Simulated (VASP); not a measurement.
# AlN (P6_3mc) in VASP: a series of runs

Runs on AlN. Level: PBE. Tasks: single point.

All numbers are computed with VASP 6.6.1; they aren't measurements. Logs are shortened: lines on timing, memory, paths and dates and some standing lists are left out, and cuts for length are marked.

## 1. The cell of the first run

Symmetry: P6_3mc, No. 186, hexagonal system. Conventional cell: a = 3.258 Å, b = 3.258 Å, c = 4.118 Å, α = 90.00°, β = 90.00°, γ = 120.00°. Within 2.5 Å of Al (site symmetry 3m) lie 5 N at 1.87 to 2.24 Å. Within 2.5 Å of N (site symmetry 3m) lie 5 Al at 1.87 to 2.24 Å.

## 2. Single point, PBE

Input file INCAR:

```
  PREC = Accurate
  ENCUT = 520
  EDIFF = 1E-7
  ISMEAR = 0
  SIGMA = 0.05
  LREAL = False
  LASPH = True
  NELM = 100
  ALGO = Normal
  ISIF = 2
  LWAVE = False
  LCHARG = True
  GGA = PE
  LELF = True
  LVHAR = True
  NBANDS = 16
```

Input file KPOINTS:

```
Automatic mesh
0
Gamma
  9 9 6
```

Input file POSCAR:

```
AlN
1.0
    3.2581442357      0.0000000000      0.0000000000
   -1.6290721178      2.8216356773      0.0000000000
    0.0000000000      0.0000000000      4.1176574847
Al N
2 2
Direct
    0.3333333333      0.6666666667      0.7652730210
    0.6666666667      0.3333333333      0.2652730210
    0.3333333333      0.6666666667      0.2205797385
    0.6666666667      0.3333333333      0.7205797385
```

Potentials or basis: VASP PAW PBE potentials, release 64 (Al, N).

On the command line:

```
$ cat potpaw_PBE.64/Al/POTCAR potpaw_PBE.64/N/POTCAR > POTCAR
$ mpirun -np 1 vasp_std > vasp.out
```

OUTCAR:

```text
PREC = Accurate
   ENCUT = 520
   EDIFF = 1E-7
   ISMEAR = 0
   LREAL = False
   LASPH = True
   NELM = 100
   ISIF = 2
   GGA = PE

 ion  position               nearest neighbor table
   1  0.333  0.667  0.765-   3 1.87   4 1.89   4 1.89   4 1.89   3 2.24   2 2.79   2 2.79   2 2.79
                             2 2.79   2 2.79   2 2.79
   2  0.667  0.333  0.265-   4 1.87   3 1.89   3 1.89   3 1.89   4 2.24   1 2.79   1 2.79   1 2.79
                             1 2.79   1 2.79   1 2.79
   3  0.333  0.667  0.221-   1 1.87   2 1.89   2 1.89   2 1.89   1 2.24
   4  0.667  0.333  0.721-   2 1.87   1 1.89   1 1.89   1 1.89   2 2.24

  LATTYP: Found a hexagonal cell.
 ALAT       =     3.2581442357
 C/A-ratio  =     1.2638045423

  Lattice vectors:

 A1 = (   3.2581442357,   0.0000000000,   0.0000000000)
 A2 = (  -1.6290721178,   2.8216356773,   0.0000000000)
 A3 = (   0.0000000000,   0.0000000000,   4.1176574847)

Analysis of symmetry for initial positions (statically):
=====================================================================
 Subroutine PRICEL returns:
 Original cell was already a primitive cell.

 Routine SETGRP: Setting up the symmetry group for a
 hexagonal supercell.

 Subroutine GETGRP returns: Found 12 space group operations
 (whereof  6 operations were pure point group operations)
 out of a pool of 24 trial point group operations.

The static configuration has the point symmetry C_3v.
 The point group associated with its full space group is C_6v.

Analysis of symmetry for dynamics (positions and initial velocities):
=====================================================================
 Subroutine PRICEL returns:
 Original cell was already a primitive cell.

 Routine SETGRP: Setting up the symmetry group for a
 hexagonal supercell.

 Subroutine GETGRP returns: Found 12 space group operations
 (whereof  6 operations were pure point group operations)
 out of a pool of 24 trial point group operations.

The dynamic configuration has the point symmetry C_3v.
 The point group associated with its full space group is C_6v.

 Subroutine INISYM returns: Found 12 space group operations
 (whereof  6 operations are pure point group operations),
 and found     1 'primitive' translations

----------------------------------------------------------------------------------------

                                     Primitive cell

  volume of cell :      37.8548

  direct lattice vectors                    reciprocal lattice vectors
     3.258144236  0.000000000  0.000000000     0.306923183  0.177202182  0.000000000
    -1.629072118  2.821635677  0.000000000     0.000000000  0.354404365  0.000000000
     0.000000000  0.000000000  4.117657485     0.000000000  0.000000000  0.242856528

  length of vectors
     3.258144236  3.258144236  4.117657485     0.354404365  0.354404365  0.242856528

  position of ions in fractional coordinates (direct lattice)
     0.333333333  0.666666667  0.765273021
     0.666666667  0.333333333  0.265273021
     0.333333333  0.666666667  0.220579738
     0.666666667  0.333333333  0.720579738

  ion indices of the primitive-cell ions
   primitive index   ion index
                 1           1
                 2           2
                 3           3
                 4           4

----------------------------------------------------------------------------------------

 KPOINTS: Automatic mesh

Automatic generation of k-mesh.
 Grid dimensions read from file:
 generate k-points for:    9    9    6

 Generating k-lattice:

  Cartesian coordinates                     Fractional coordinates (reciprocal lattice)
     0.034102576  0.019689131  0.000000000     0.111111111 -0.000000000  0.000000000
     0.000000000  0.039378263  0.000000000     0.000000000  0.111111111  0.000000000
     0.000000000  0.000000000  0.040476088     0.000000000  0.000000000  0.166666667

  Length of vectors
     0.039378263  0.039378263  0.040476088

  Shift w.r.t. Gamma in fractional coordinates (k-lattice)
     0.000000000  0.000000000  0.000000000

 Subroutine IBZKPT returns following result:
 ===========================================

 Found     48 irreducible k-points:

 Following reciprocal coordinates:
            Coordinates               Weight
  0.000000  0.000000  0.000000      1.000000
  0.111111 -0.000000  0.000000      6.000000
  0.222222  0.000000  0.000000      6.000000
  0.333333  0.000000  0.000000      6.000000
  0.444444  0.000000  0.000000      6.000000
  0.111111  0.111111  0.000000      6.000000
[... 16 lines left out ...]
  0.333333  0.222222  0.166667     24.000000
  0.333333  0.333333  0.166667      4.000000
 [... further k-points ...]
   k-points           NKPTS =     48   k-points in BZ     NKDIM =     48   number of bands    NBANDS=     16
   number of dos      NEDOS =    301   number of ions     NIONS =      4
   total plane-waves  NPLWV =  18432
   dimension x,y,z NGX =    24 NGY =   24 NGZ =   32
   dimension x,y,z NGXF=    48 NGYF=   48 NGZF=   64
   ions per type =               2   2
   NGX,Y,Z   is equivalent  to a cutoff of  12.25, 12.25, 12.92 a.u.
   NGXF,Y,Z  is equivalent  to a cutoff of  24.49, 24.49, 25.84 a.u.
 SYSTEM =  unknown system
   PREC   = accura    normal or accurate (medium, high low for compatibility)
   ISTART =      0    job   : 0-new  1-cont  2-samecut
   ICHARG =      2    charge: 1-file 2-atom 10-const
   ISPIN  =      1    spin polarized calculation?
   LNONCOLLINEAR =      F non collinear calculations
   LSORBIT =      F    spin-orbit coupling
   LASPH  =      T    aspherical Exc in radial PAW
   ENCUT  =  520.0 eV  38.22 Ry    6.18 a.u.   6.06  6.06  7.66*2*pi/ulx,y,z
   NELM   =    100;   NELMIN=  2; NELMDL= -5     # of ELM steps
   EDIFF  = 0.1E-06   stopping-criterion for ELM
   LREAL  =      F    real-space projection
   EDIFFG = 0.1E-05   stopping-criterion for IOM
   NSW    =      0    number of steps for IOM
   IBRION =     -1    ionic relax: 0-MD 1-quasi-New 2-CG
   NFREE  =      0    steps in history (QN), initial steepest desc. (CG)
   ISIF   =      2    stress and relaxation
   ISYM   =      2    0-nonsym 1-usesym 2-fastsym
   POTIM  = 0.5000    time-step for ionic-motion
   TEBEG  =    0.0;   TEEND  =   0.0 temperature during run
   PSTRESS=    0.0 pullay stress
   NELECT =      16.0000    total number of electrons
   NUPDOWN=      -1.0000    fix difference up-down
   EMIN   =  10.00;   EMAX   =-10.00  energy-range for DOS
   EFERMI =   0.00;   METHOD = LEGACY
   ISMEAR =     0;   SIGMA  =   0.05  broadening in eV -4-tet -1-fermi 0-gaus
   EFERMI_NEDOS =   21; number of points for ismear=-14 and -15
   IALGO  =     38    algorithm
   IMIX   =      4    mixing-type and parameters
     AMIX     =   0.40;   BMIX     =  1.00
     AMIX_MAG =   1.60;   BMIX_MAG =  1.00
  volume/ion in A,a.u.               =       9.46        63.86
  Fermi-wavevector in a.u.,A,eV,Ry     =   1.228592  2.321702 20.537154  1.509438
  Thomas-Fermi vector in A             =   2.363512
   LORBIT       =      0    0 simple, 1 ext, 2 COOP (PROOUT), +10 PAW based schemes
   GGA     = PE    functional components
   LHFCALC =     F    Hartree Fock is set to
   AEXX    =    0.0000 exact exchange contribution
   IVDW    =     0    specifies the selected vdW correction
   LEPSILON=     F    determine dielectric tensor
   LRPA    =     F    only Hartree local field effects (RPA)
 non-spin polarized calculation
 Gauss-broadening in eV      SIGMA  =   0.05
  energy-cutoff  :      520.00
  volume of cell :       37.85
 maximum number of plane-waves:      1038
   NGX = 13   NGY = 13   NGZ = 15

 number of electron      16.0000003 magnetization

 Free energy of the ion-electron system (eV)
  ---------------------------------------------------
  ext. energy  EPLUGINS =         0.00000000
  ---------------------------------------------------
  free energy    TOTEN  =       -29.13309006 eV

  energy without entropy =      -29.13309006  energy(sigma->0) =      -29.13309006

 E-fermi :   8.6305     XC(G=0): -11.3707

 val. band max:        8.3258414293   @ k =   0.0000   0.0000   0.0000
 cond. band min:      12.1194537308   @ k =   0.0000   0.0000   0.0000
 fundamental gap:      3.7936123016
 Fermi energy:         8.6305034610

 k-point     1 :       0.0000    0.0000    0.0000
  band No.  band energies     occupation
      1      -8.6768      2.00000
      2      -4.8553      2.00000
      3       1.3865      2.00000
      4       5.1200      2.00000
      5       5.1200      2.00000
      6       6.8119      2.00000
[... 8 lines left out ...]
     15      20.5681      0.00000
     16      20.6970      0.00000

 k-point     2 :       0.1111   -0.0000    0.0000
  band No.  band energies     occupation
      1      -8.5296      2.00000
      2      -4.8501      2.00000
      3       1.5420      2.00000
      4       4.6031      2.00000
      5       4.9105      2.00000
      6       6.3116      2.00000
[... 8 lines left out ...]
     15      20.0793      0.00000
     16      20.6103      0.00000

 k-point     3 :       0.2222    0.0000    0.0000
  band No.  band energies     occupation
      1      -8.1070      2.00000
      2      -4.8824      2.00000
      3       1.9920      2.00000
      4       3.4860      2.00000
      5       4.4860      2.00000
      6       5.3940      2.00000
[... 8 lines left out ...]
     15      19.1625      0.00000
     16      21.2452      0.00000

 k-point     4 :       0.3333    0.0000    0.0000
  band No.  band energies     occupation
      1      -7.4790      2.00000
      2      -5.0688      2.00000
      3       2.3877      2.00000
      4       2.7550      2.00000
      5       4.1028      2.00000
      6       4.5879      2.00000
[... 8 lines left out ...]
     15      20.2622      0.00000
     16      21.8264      0.00000
[... 324 lines left out ...]
 k-point    22 :       0.2222    0.2222    0.1667
  band No.  band energies     occupation
      1      -6.9995      2.00000
      2      -5.3047      2.00000
      3       2.0518      2.00000
      4       2.3857      2.00000
      5       4.1217      2.00000
      6       4.6272      2.00000
[... 8 lines left out ...]
     15      20.8400      0.00000
     16      22.2605      0.00000

 k-point    23 :       0.3333    0.2222    0.1667
  band No.  band energies     occupation
      1      -6.4221      2.00000
      2      -5.5860      2.00000
      3       1.7177      2.00000
      4       2.5329      2.00000
      5       3.3134      2.00000
      6       5.1561      2.00000
[... 8 lines left out ...]
     15      20.6887      0.00000
     16      22.4466      0.00000

 k-point    24 :       0.3333    0.3333    0.1667
  band No.  band energies     occupation
      1      -5.9480      2.00000
      2      -5.9480      2.00000
      3       1.7055      2.00000
      4       2.7710      2.00000
      5       2.7710      2.00000
      6       5.3501      2.00000
[... 8 lines left out ...]
     15      20.1068      0.00000
     16      22.1783      0.00000

 [... further k-points ...]
[... 5 lines left out ...]
  --------------------------------------------------------------------------------------
  -------------------------------------------------------------------------------------
  Total        2.2495677      2.2495677      6.0494271      0.0000000      0.0000000     -0.0000000
  in kB       95.2112311     95.2112311    256.0373739      0.0000000      0.0000000     -0.0000000
  external PRESSURE =     148.8199454 kB  Pullay stress =       0.0000000 kB

 VOLUME and BASIS-vectors are now :
 -----------------------------------------------------------------------------
  energy-cutoff  :      520.00
  volume of cell :       37.85
      direct lattice vectors                 reciprocal lattice vectors
     3.258144236  0.000000000  0.000000000     0.306923183  0.177202182  0.000000000
    -1.629072118  2.821635677  0.000000000     0.000000000  0.354404365  0.000000000
     0.000000000  0.000000000  4.117657485     0.000000000  0.000000000  0.242856528

 POSITION                                       TOTAL-FORCE (eV/Angst)
 -----------------------------------------------------------------------------------
     -0.00000      1.88109      3.15113        -0.000000     -0.000000     -0.831095
      1.62907      0.94055      1.09230         0.000000     -0.000000     -0.831095
     -0.00000      1.88109      0.90827        -0.000000     -0.000000      0.831095
      1.62907      0.94055      2.96710         0.000000      0.000000      0.831095
 -----------------------------------------------------------------------------------
    total drift:                                0.000000      0.000000     -0.000119

  FREE ENERGIE OF THE ION-ELECTRON SYSTEM (eV)
  ---------------------------------------------------
  free  energy   TOTEN  =       -29.1330900564 eV

  energy  without entropy=      -29.1330900564  energy(sigma->0) =      -29.13309006
```

Wall time 9.2 s (1 thread of Intel Xeon 6975P-C (Granite Rapids), shared host); peak memory 0.16 GiB.

Results:

```yaml
Free_energy: -29.1331 eV
Pressure: 14.9 GPa
Largest_force: 0.831 eV/Å
Band_gap_on_the_k_mesh: 3.79 eV, direct
```

Forces on the atoms (eV/Å):
```
Al   0.000  0.000 -0.831
Al   0.000  0.000 -0.831
N    0.000  0.000  0.831
N    0.000  0.000  0.831
```

## 3. Single point, PBE

This run uses another cell than the first one, of 10.20 Å³/atom, 1.078 times its volume.

Input file INCAR:

```
SYSTEM = AlN
PREC = Accurate
ENCUT = 520
EDIFF = 1E-6
ISMEAR = 0
SIGMA = 0.05
LREAL = .False.
LASPH = .True.
NELM = 80
ALGO = Normal
ISIF = 2
LWAVE = .False.
LCHARG = .False.
GGA = PE
NBANDS = 16
```

Input file KPOINTS:

```
regular mesh
0
Gamma
  9 9 6
  0 0 0
```

Input file POSCAR:

```
AlN
1.0
    3.3409812192      0.0000000000      0.0000000000
   -1.6704906096      2.8933746094      0.0000000000
    0.0000000000      0.0000000000      4.2223472407
Al N
2 2
Direct
    0.3333333333      0.6666666667      0.7805460420
    0.6666666667      0.3333333333      0.2805460420
    0.3333333333      0.6666666667      0.1911594770
    0.6666666667      0.3333333333      0.6911594770
```

Potentials or basis: VASP PAW PBE potentials, release 64 (Al, N).

On the command line:

```
$ cat potpaw_PBE.64/Al/POTCAR potpaw_PBE.64/N/POTCAR > POTCAR
$ mpirun -np 1 vasp_std > vasp.out
```

Wall time 50 s (1 thread of AMD EPYC 7R43 (Zen 3), shared host); peak memory 0.13 GiB.

The run converged. Its results:

```
Free energy            : -28.6846 eV
Pressure               : 8.9 GPa
Largest force          : 3.042 eV/Å
Band gap on the k mesh : 3.62 eV, direct
```

Forces on the atoms (eV/Å):
```
Al   0.000  0.000 -3.042
Al   0.000  0.000 -3.042
N    0.000  0.000  3.042
N    0.000  0.000  3.042
```

Stress tensor (GPa, compression positive):
```
-11.88   0.00   0.00
  0.00 -11.88   0.00
  0.00   0.00  50.34
```

Levels at points of the mesh, in eV from the valence-band top:
| k point | band 6 | band 7 | band 8 | band 9 | band 10 | band 11 |
| --- | --- | --- | --- | --- | --- | --- |
| (0.00, 0.00, 0.00) | -0.91 | -0.91 | 0.00 | 3.62 | 4.62 | 8.81 |
| (0.00, 0.00, 0.50) | -1.72 | -1.72 | -1.72 | 5.64 | 5.64 | 9.02 |

Caveat: forces of over 1 eV/Å act on the atoms, so gaps and moduli don't describe the material at rest. A k mesh can miss the band edges.
